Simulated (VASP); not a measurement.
# SiC (P6_3mc) in VASP: a series of runs

SiC is run at these levels: LDA; tasks: single point.

All numbers are computed with VASP 6.6.1; they aren't measurements. Logs are shortened: lines on timing, memory, paths and dates and some standing lists are left out, and cuts for length are marked.

### Step 1. The cell of the first run

It takes space group P6_3mc (No. 186, hexagonal). The conventional cell has a = 3.084 Å, b = 3.084 Å, c = 4.926 Å, α = 90.00°, β = 90.00°, γ = 120.00°. Within 2.2 Å of Si (site symmetry 3m) lie 4 C at 1.63 to 1.97 Å. C (site symmetry 3m) has 4 Si at 1.63 to 1.97 Å within 2.2 Å.

### Step 2. Single point, LDA (c/a of the conventional cell at fixed volume 1.5975)

INCAR reads:

```
SYSTEM = SiC
PREC = Accurate ; ENCUT = 520
EDIFF = 1E-6 ; ISMEAR = 0
SIGMA = 0.05 ; LREAL = .False.
LASPH = .True. ; NELM = 80
ALGO = Normal ; ISIF = 2
LWAVE = .False. ; LCHARG = .False.
NBANDS = 16
```

KPOINTS reads:

```
Automatic mesh
0
Gamma
  12 12 6
  0 0 0
```

POSCAR reads:

```
SiC
1.0
    3.0838793107      0.0000000000      0.0000000000
   -1.5419396554      2.6707178252      0.0000000000
    0.0000000000      0.0000000000      4.9264971988
Si C
2 2
Direct
    0.3333333333      0.6666666667      0.0046041256
    0.6666666667      0.3333333333      0.5046041256
    0.3333333333      0.6666666667      0.3355409659
    0.6666666667      0.3333333333      0.8355409659
```

Potentials or basis: VASP PAW LDA potentials, release 64 (Si, C).

Run with:

```sh
> cat potpaw_LDA.64/Si/POTCAR potpaw_LDA.64/C/POTCAR > POTCAR
> mpirun -np 1 vasp_std > vasp.out
```

OUTCAR:

```text
SYSTEM = SiC
   PREC = Accurate
   ENCUT = 520
   EDIFF = 1E-6
   ISMEAR = 0
   LREAL = .False.
   LASPH = .True.
   NELM = 80
   ISIF = 2

 ion  position               nearest neighbor table
   1  0.333  0.667  0.005-   3 1.63   4 1.97   4 1.97   4 1.97   2 3.04   2 3.04   2 3.04   2 3.04
                             2 3.04   2 3.04
   2  0.667  0.333  0.505-   4 1.63   3 1.97   3 1.97   3 1.97   1 3.04   1 3.04   1 3.04   1 3.04
                             1 3.04   1 3.04
   3  0.333  0.667  0.336-   1 1.63   2 1.97   2 1.97   2 1.97
   4  0.667  0.333  0.836-   2 1.63   1 1.97   1 1.97   1 1.97

  LATTYP: Found a hexagonal cell.
 ALAT       =     3.0838793107
 C/A-ratio  =     1.5975000000

  Lattice vectors:

 A1 = (   3.0838793107,   0.0000000000,   0.0000000000)
 A2 = (  -1.5419396554,   2.6707178252,   0.0000000000)
 A3 = (   0.0000000000,   0.0000000000,   4.9264971988)

Analysis of symmetry for initial positions (statically):
=====================================================================
 Subroutine PRICEL returns:
 Original cell was already a primitive cell.

 Routine SETGRP: Setting up the symmetry group for a
 hexagonal supercell.

 Subroutine GETGRP returns: Found 12 space group operations
 (whereof  6 operations were pure point group operations)
 out of a pool of 24 trial point group operations.

The static configuration has the point symmetry C_3v.
 The point group associated with its full space group is C_6v.

Analysis of symmetry for dynamics (positions and initial velocities):
=====================================================================
 Subroutine PRICEL returns:
 Original cell was already a primitive cell.

 Routine SETGRP: Setting up the symmetry group for a
 hexagonal supercell.

 Subroutine GETGRP returns: Found 12 space group operations
 (whereof  6 operations were pure point group operations)
 out of a pool of 24 trial point group operations.

The dynamic configuration has the point symmetry C_3v.
 The point group associated with its full space group is C_6v.

 Subroutine INISYM returns: Found 12 space group operations
 (whereof  6 operations are pure point group operations),
 and found     1 'primitive' translations

----------------------------------------------------------------------------------------

                                     Primitive cell

  volume of cell :      40.5755

  direct lattice vectors                    reciprocal lattice vectors
     3.083879311  0.000000000  0.000000000     0.324266905  0.187215585  0.000000000
    -1.541939655  2.670717825  0.000000000     0.000000000  0.374431170  0.000000000
     0.000000000  0.000000000  4.926497199     0.000000000  0.000000000  0.202983978

  length of vectors
     3.083879311  3.083879311  4.926497199     0.374431170  0.374431170  0.202983978

  position of ions in fractional coordinates (direct lattice)
     0.333333333  0.666666667  0.004604126
     0.666666667  0.333333333  0.504604126
     0.333333333  0.666666667  0.335540966
     0.666666667  0.333333333  0.835540966

  ion indices of the primitive-cell ions
   primitive index   ion index
                 1           1
                 2           2
                 3           3
                 4           4

----------------------------------------------------------------------------------------

 KPOINTS: Automatic mesh

Automatic generation of k-mesh.
 Grid dimensions read from file:
 generate k-points for:   12   12    6

 Generating k-lattice:

  Cartesian coordinates                     Fractional coordinates (reciprocal lattice)
     0.027022242  0.015601299  0.000000000     0.083333333  0.000000000  0.000000000
     0.000000000  0.031202597  0.000000000     0.000000000  0.083333333  0.000000000
     0.000000000  0.000000000  0.033830663     0.000000000  0.000000000  0.166666667

  Length of vectors
     0.031202597  0.031202597  0.033830663

  Shift w.r.t. Gamma in fractional coordinates (k-lattice)
     0.000000000  0.000000000  0.000000000

 Subroutine IBZKPT returns following result:
 ===========================================

 Found     76 irreducible k-points:

 Following reciprocal coordinates:
            Coordinates               Weight
  0.000000  0.000000  0.000000      1.000000
  0.083333  0.000000  0.000000      6.000000
  0.166667  0.000000  0.000000      6.000000
  0.250000  0.000000  0.000000      6.000000
  0.333333  0.000000  0.000000      6.000000
  0.416667  0.000000  0.000000      6.000000
[... 16 lines left out ...]
  0.250000  0.000000  0.166667     12.000000
  0.333333  0.000000  0.166667     12.000000
 [... further k-points ...]
   k-points           NKPTS =     76   k-points in BZ     NKDIM =     76   number of bands    NBANDS=     16
   number of dos      NEDOS =    301   number of ions     NIONS =      4
   total plane-waves  NPLWV =  23040
   dimension x,y,z NGX =    24 NGY =   24 NGZ =   40
   dimension x,y,z NGXF=    48 NGYF=   48 NGZF=   80
   ions per type =               2   2
   NGX,Y,Z   is equivalent  to a cutoff of  12.94, 12.94, 13.50 a.u.
   NGXF,Y,Z  is equivalent  to a cutoff of  25.88, 25.88, 27.00 a.u.
 SYSTEM =  SiC
   PREC   = accura    normal or accurate (medium, high low for compatibility)
   ISTART =      0    job   : 0-new  1-cont  2-samecut
   ICHARG =      2    charge: 1-file 2-atom 10-const
   ISPIN  =      1    spin polarized calculation?
   LNONCOLLINEAR =      F non collinear calculations
   LSORBIT =      F    spin-orbit coupling
   LASPH  =      T    aspherical Exc in radial PAW
   ENCUT  =  520.0 eV  38.22 Ry    6.18 a.u.   5.73  5.73  9.16*2*pi/ulx,y,z
   NELM   =     80;   NELMIN=  2; NELMDL= -5     # of ELM steps
   EDIFF  = 0.1E-05   stopping-criterion for ELM
   LREAL  =      F    real-space projection
   EDIFFG = 0.1E-04   stopping-criterion for IOM
   NSW    =      0    number of steps for IOM
   IBRION =     -1    ionic relax: 0-MD 1-quasi-New 2-CG
   NFREE  =      0    steps in history (QN), initial steepest desc. (CG)
   ISIF   =      2    stress and relaxation
   ISYM   =      2    0-nonsym 1-usesym 2-fastsym
   POTIM  = 0.5000    time-step for ionic-motion
   TEBEG  =    0.0;   TEEND  =   0.0 temperature during run
   PSTRESS=    0.0 pullay stress
   NELECT =      16.0000    total number of electrons
   NUPDOWN=      -1.0000    fix difference up-down
   EMIN   =  10.00;   EMAX   =-10.00  energy-range for DOS
   EFERMI =   0.00;   METHOD = LEGACY
   ISMEAR =     0;   SIGMA  =   0.05  broadening in eV -4-tet -1-fermi 0-gaus
   EFERMI_NEDOS =   21; number of points for ismear=-14 and -15
   IALGO  =     38    algorithm
   IMIX   =      4    mixing-type and parameters
     AMIX     =   0.40;   BMIX     =  1.00
     AMIX_MAG =   1.60;   BMIX_MAG =  1.00
  volume/ion in A,a.u.               =      10.14        68.45
  Fermi-wavevector in a.u.,A,eV,Ry     =   1.200495  2.268606 19.608550  1.441188
  Thomas-Fermi vector in A             =   2.336329
   LORBIT       =      0    0 simple, 1 ext, 2 COOP (PROOUT), +10 PAW based schemes
   GGA     = CA    functional components
   LHFCALC =     F    Hartree Fock is set to
   AEXX    =    0.0000 exact exchange contribution
   IVDW    =     0    specifies the selected vdW correction
   LEPSILON=     F    determine dielectric tensor
   LRPA    =     F    only Hartree local field effects (RPA)
 non-spin polarized calculation
 Gauss-broadening in eV      SIGMA  =   0.05
  energy-cutoff  :      520.00
  volume of cell :       40.58
 maximum number of plane-waves:      1108
 NGX is ok and might be reduce to    24
   NGX = 11   NGY = 11   NGZ = 19

 number of electron      16.0000000 magnetization

 Free energy of the ion-electron system (eV)
  ---------------------------------------------------
  ext. energy  EPLUGINS =         0.00000000
  ---------------------------------------------------
  free energy    TOTEN  =       -31.72260769 eV

  energy without entropy =      -31.72260769  energy(sigma->0) =      -31.72260769

 E-fermi :   8.9876     XC(G=0): -11.6233

 val. band max:        8.7863149884   @ k =   0.0000   0.0000   0.0000
 cond. band min:       9.6359532885   @ k =   0.3333   0.3333   0.0000
 fundamental gap:      0.8496383002
 Fermi energy:         8.9876480665

 k-point     1 :       0.0000    0.0000    0.0000
  band No.  band energies     occupation
      1      -7.2513      2.00000
      2      -3.1148      2.00000
      3      -1.0152      2.00000
      4       7.0780      2.00000
      5       7.1921      2.00000
      6       7.1921      2.00000
[... 8 lines left out ...]
     15      17.9201      0.00000
     16      18.7414      0.00000

 k-point     2 :       0.0833    0.0000    0.0000
  band No.  band energies     occupation
      1      -7.1328      2.00000
      2      -3.0242      2.00000
      3      -0.9034      2.00000
      4       6.4836      2.00000
      5       6.9580      2.00000
      6       6.9691      2.00000
[... 8 lines left out ...]
     15      18.0674      0.00000
     16      18.6123      0.00000

 k-point     3 :       0.1667    0.0000    0.0000
  band No.  band energies     occupation
      1      -6.7808      2.00000
      2      -2.7656      2.00000
      3      -0.5741      2.00000
      4       4.9868      2.00000
      5       6.4747      2.00000
      6       6.5215      2.00000
[... 8 lines left out ...]
     15      18.3957      0.00000
     16      18.4490      0.00000

 k-point     4 :       0.2500    0.0000    0.0000
  band No.  band energies     occupation
      1      -6.2071      2.00000
      2      -2.3942      2.00000
      3      -0.0508      2.00000
      4       3.3756      2.00000
      5       5.6363      2.00000
      6       5.9465      2.00000
[... 8 lines left out ...]
     15      18.7256      0.00000
     16      19.4329      0.00000
[... 324 lines left out ...]
 k-point    22 :       0.1667    0.0000    0.1667
  band No.  band energies     occupation
      1      -6.6381      2.00000
      2      -3.4869      2.00000
      3       0.3161      2.00000
      4       5.1182      2.00000
      5       6.0186      2.00000
      6       6.5807      2.00000
[... 8 lines left out ...]
     15      18.3512      0.00000
     16      18.8408      0.00000

 k-point    23 :       0.2500    0.0000    0.1667
  band No.  band energies     occupation
      1      -6.0669      2.00000
      2      -3.0338      2.00000
      3       0.6763      2.00000
      4       3.5919      2.00000
      5       5.0554      2.00000
      6       6.0603      2.00000
[... 8 lines left out ...]
     15      19.1919      0.00000
     16      19.3576      0.00000

 k-point    24 :       0.3333    0.0000    0.1667
  band No.  band energies     occupation
      1      -5.3055      2.00000
      2      -2.5407      2.00000
      3       0.7875      2.00000
      4       2.6299      2.00000
      5       3.8304      2.00000
      6       5.6316      2.00000
[... 8 lines left out ...]
     15      19.6822      0.00000
     16      20.6016      0.00000

 [... further k-points ...]

------------------------ aborting loop because EDIFF is reached ----------------------------------------

  FORCE on cell =-STRESS in cart. coord.  units (eV):
  Direction    XX          YY          ZZ          XY          YZ          ZX
  --------------------------------------------------------------------------------------
  -------------------------------------------------------------------------------------
  Total       -2.9874943     -2.9874943     15.2522057      0.0000000      0.0000000      0.0000000
  in kB     -117.9652386   -117.9652386    602.2538959      0.0000000      0.0000000      0.0000000
  external PRESSURE =     122.1078062 kB  Pullay stress =       0.0000000 kB

 VOLUME and BASIS-vectors are now :
 -----------------------------------------------------------------------------
  energy-cutoff  :      520.00
  volume of cell :       40.58
      direct lattice vectors                 reciprocal lattice vectors
     3.083879311  0.000000000  0.000000000     0.324266905  0.187215585  0.000000000
    -1.541939655  2.670717825  0.000000000     0.000000000  0.374431170  0.000000000
     0.000000000  0.000000000  4.926497199     0.000000000  0.000000000  0.202983978

 POSITION                                       TOTAL-FORCE (eV/Angst)
 -----------------------------------------------------------------------------------
     -0.00000      1.78048      0.02268         0.000000     -0.000000     -7.543836
      1.54194      0.89024      2.48593        -0.000000      0.000000     -7.543836
     -0.00000      1.78048      1.65304        -0.000000      0.000000      7.543836
      1.54194      0.89024      4.11629         0.000000     -0.000000      7.543836
 -----------------------------------------------------------------------------------
    total drift:                               -0.000000     -0.000000      0.000171

  FREE ENERGIE OF THE ION-ELECTRON SYSTEM (eV)
  ---------------------------------------------------
  free  energy   TOTEN  =       -31.7226076937 eV

  energy  without entropy=      -31.7226076937  energy(sigma->0) =      -31.72260769
```

Run time: 52 s. Hardware: 1 thread of Intel Xeon 8259CL, shared host; peak memory 0.16 GiB.

Results:

```yaml
Free_energy: -31.7226 eV
Pressure: 12.2 GPa
Largest_force: 7.544 eV/Å
Band_gap_on_the_k_mesh: 0.85 eV, indirect (least direct gap 3.27 eV)
```

Forces on the atoms (eV/Å):
```
Si   0.000  0.000 -7.544
Si   0.000  0.000 -7.544
C    0.000  0.000  7.544
C    0.000  0.000  7.544
```

Levels at points of the mesh, in eV from the valence-band top:
```csv
k point,band 5,band 6,band 7,band 8,band 9,band 10,band 11,band 12
"(0.00, 0.00, 0.00)",-1.59,-1.59,0.00,0.00,4.27,6.06,6.17,6.17
"(0.50, 0.00, 0.00)",-6.02,-4.54,-3.65,-0.95,2.32,3.09,5.57,6.40
"(0.00, 0.00, 0.50)",-0.88,-0.88,-0.88,-0.88,5.52,5.52,6.92,6.92
"(0.50, 0.00, 0.50)",-3.16,-3.16,-2.61,-2.61,2.71,2.71,5.36,5.36
```

Caveat: forces of over 1 eV/Å act on the atoms, so gaps and moduli don't describe the material at rest. A k mesh can miss the band edges.

### Step 3. Single point, LDA (c/a of the conventional cell at fixed volume 1.5100)

INCAR reads:

```
PREC = Accurate
ENCUT = 520
EDIFF = 1E-6
ISMEAR = 0
SIGMA = 0.05
LREAL = False
LASPH = True
NELM = 100
ALGO = Normal
ISIF = 2
LWAVE = False
LCHARG = True
GGA = CA
LELF = True
LVHAR = True
NBANDS = 16
```

KPOINTS reads:

```
regular mesh
0
Gamma
  12 12 6
```

POSCAR reads:

```
SiC
1.0
    3.1423316029      0.0000000000      0.0000000000
   -1.5711658015      2.7213389952      0.0000000000
    0.0000000000      0.0000000000      4.7449207204
Si C
2 2
Direct
    0.3333333333      0.6666666667      0.0046041256
    0.6666666667      0.3333333333      0.5046041256
    0.3333333333      0.6666666667      0.3953475106
    0.6666666667      0.3333333333      0.8953475106
```

Potentials or basis: VASP PAW LDA potentials, release 64 (Si, C).

Run with:

```sh
> cat potpaw_LDA.64/Si/POTCAR potpaw_LDA.64/C/POTCAR > POTCAR
> mpirun -np 1 vasp_std > vasp.out
```

Run time: 40 s. Hardware: 1 thread of Intel Xeon 8259CL, shared host; peak memory 0.16 GiB.

The run converged. Its results:

| Item | Value |
| --- | --- |
| Free energy | -32.9842 eV |
| Pressure | 0.0 GPa |
| Largest force | 0.291 eV/Å |
| Band gap on the k mesh | 1.45 eV, indirect (least direct gap 2.99 eV) |

Forces in eV/Å, atoms in the order of the input:
```
Si   0.000  0.000  0.291
Si   0.000  0.000  0.291
C    0.000  0.000 -0.291
C    0.000  0.000 -0.291
```

Stress tensor (GPa, compression positive):
```
-12.25   0.00   0.00
  0.00 -12.25   0.00
  0.00   0.00  24.57
```

Levels at points of the mesh, in eV from the valence-band top:
| k point | band 5 | band 6 | band 7 | band 8 | band 9 | band 10 | band 11 | band 12 |
| --- | --- | --- | --- | --- | --- | --- | --- | --- |
| (0.00, 0.00, 0.00) | -2.50 | -0.76 | -0.76 | 0.00 | 2.99 | 5.43 | 5.43 | 6.09 |
| (0.50, 0.00, 0.00) | -5.96 | -4.43 | -3.76 | -1.75 | 1.45 | 4.30 | 6.33 | 6.53 |
| (0.00, 0.00, 0.50) | -1.71 | -1.71 | -1.71 | -1.71 | 4.45 | 4.45 | 6.15 | 6.15 |
| (0.50, 0.00, 0.50) | -3.36 | -3.36 | -2.32 | -2.32 | 2.80 | 2.80 | 5.07 | 5.07 |

 A k mesh can miss the band edges.

[end of part 1 of 2]
